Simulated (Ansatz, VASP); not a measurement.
**SrMg in VASP and in Ansatz**

Contents of INCAR:

```
  PREC = Accurate
  ENCUT = 520
  EDIFF = 1E-6
  ISMEAR = 0
  SIGMA = 0.15
  LREAL = F
  LASPH = T
  NELM = 60
  ALGO = Fast
  ISIF = 2
  LWAVE = F
  LCHARG = F
  GGA = CA
  NBANDS = 13
```

Contents of KPOINTS:

```
regular mesh
0
Gamma
  12 12 12
```

Contents of POSCAR:

```
SrMg
1.0
    3.9585000000      0.0000000000      0.0000000000
    0.0000000000      3.9585000000      0.0000000000
    0.0000000000      0.0000000000      3.8415000000
Sr Mg
1 1
Direct
    0.5000000000      0.5000000000      0.5000000000
    0.0000000000      0.0000000000      0.0000000000
```

Input for Ansatz:

```yaml
crystal:
  lattice:
    - [3.9585, 0.0, 0.0]
    - [0.0, 3.9585, 0.0]
    - [0.0, 0.0, 3.8415]
  atoms:
    - { symbol: Sr, position: [0.5, 0.5, 0.5] }
    - { symbol: Mg, position: [0.0, 0.0, 0.0] }
basis:
  ecutwfc: 420
kpoints:
  mp_grid: { grid: [12, 12, 12] }
hamiltonian:
  xc: lda
scf:
  occupations: { method: gaussian, width: 0.15 }
output:
  forces: true
  stress: true
  eigenvalues: true
```

Change from the starting cell: strain +0.015 along x and y, -0.015 along z, atoms carried along.

Alike in both runs: task single point; functional LDA; k mesh 12 × 12 × 12; occupations gaussian, width 0.15 eV; no spin polarisation.

|  | VASP | Ansatz |
| --- | --- | --- |
| version | VASP 6.6.1 | Ansatz 0.2.0 |
| potentials or method | VASP PAW LDA potentials, release 64 (Sr_sv, Mg), cutoff 520 eV | scalar-relativistic, plane waves, PAW |
| valence electrons in the cell | 12 | 20 |

```tsv
	VASP	Ansatz	Ansatz less VASP
gap on the k mesh at the Fermi level (eV)	none	none	-
pressure (GPa)	2.8	2.9	+0.16
traceless stress, the component that is largest in VASP (GPa)	0.23	0.22	-0.008
```

LDA's correlation is that of Perdew and Zunger in VASP and of Perdew and Wang (1992) in Ansatz. A gap of «none» marks a metal or a gap that the smearing closes. VASP's potentials hold 12 valence electrons a cell and Ansatz's 20, so a difference there can come from the potentials and not from the codes.
